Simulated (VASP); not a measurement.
Here is a VASP 6.6.1 calculation.

INCAR

```
SYSTEM = MgB2
PREC = Accurate
ENCUT = 520
EDIFF = 1E-8
ISMEAR = -1
SIGMA = 0.05
LREAL = .False.
LASPH = .True.
NELM = 60
ALGO = Normal
ISIF = 2
LWAVE = .False.
LCHARG = .False.
GGA = CA
LEFG = .True.
NBANDS = 11
```

File KPOINTS:

```
Automatic mesh
0
Gamma
  15 15 12
  0 0 0
```

Contents of POSCAR:

```
MgB2
1.0
    3.0850007055     -0.0308500071     -0.0308500071
   -1.5692172426      2.6871139852     -0.0112918863
   -0.0352300000     -0.0352300000      3.5230000000
Mg B
1 2
Direct
    0.0000000000      0.0000000000      0.0000000000
    0.3333333333      0.6666666667      0.5000000000
    0.6666666667      0.3333333333      0.5000000000
```

Potentials or basis: VASP PAW LDA potentials, release 64 (Mg, B).

Launch:

```sh
$ cat potpaw_LDA.64/Mg/POTCAR potpaw_LDA.64/B/POTCAR > POTCAR
$ mpirun -np 1 vasp_std > vasp.out
```

**Question.** What does it give for the largest force?

**Answer.** 0.047 eV/Å.

**Question.** What does it give for the pressure?

**Answer.** -8.0 GPa.

Stress tensor (GPa, compression positive):
```
-8.83  3.68  1.28
 3.68 -8.93  1.29
 1.28  1.29 -6.37
```

Caveat: the cell differs from its parent crystal (equal xy, yz and zx shear strains of -2 %); the cell stands under tension; without QUAD_EFG the Cq values of the log hold for a quadrupole moment of 1 mb, not for the nuclei.
